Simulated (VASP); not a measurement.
Input of a VASP 6.6.1 run:

INCAR

```
SYSTEM = In3As
PREC = Accurate
ENCUT = 520
EDIFF = 1E-6
ISMEAR = 0
SIGMA = 0.15
LREAL = .FALSE.
LASPH = .TRUE.
NELM = 60
ALGO = Fast
ISIF = 2
LWAVE = .FALSE.
LCHARG = .FALSE.
GGA = PS
IVDW = 12
NBANDS = 30
```

Contents of KPOINTS:

```
Automatic mesh
0
G
  10 10 10
  0 0 0
```

POSCAR

```
In3As
1.0
    4.5024438172      0.0000000000      0.0000000000
    0.0000000000      4.5024438172      0.0000000000
    0.0000000000      0.0000000000      4.5024438172
In As
3 1
Direct
    0.0000000000      0.5000000000      0.5000000000
    0.5000000000      0.0000000000      0.5000000000
    0.5000000000      0.5000000000      0.0000000000
    0.0000000000     -0.0412255072     -0.0412255072
```

Potentials or basis: VASP PAW PBE potentials, release 64 (In_d, As).

The run is started by

```bash
$ cat potpaw_PBE.64/In_d/POTCAR potpaw_PBE.64/As/POTCAR > POTCAR
$ mpirun -np 1 vasp_std > vasp.out
```

(1) Predict the largest force.

(2) What does it give for the dispersion energy per atom?

(3) Predict the pressure.

(4) Estimate the band gap on the k mesh.

## Answers

(1) 0.274 eV/Å.

(2) -0.397 eV.

(3) 0.5 GPa.

(4) zero (bands 22 and 23 overlap by 4.57 eV).

Caveat: the cell differs from its parent crystal (all As atoms moved +0.263 Å, as atom 4 towards its neighbour atom 1 (In) at 3.184 Å); the PAW data sets were made with another functional, which shifts forces and pressure a little; spin-orbit coupling is left out, which moves the levels of the heavy elements.
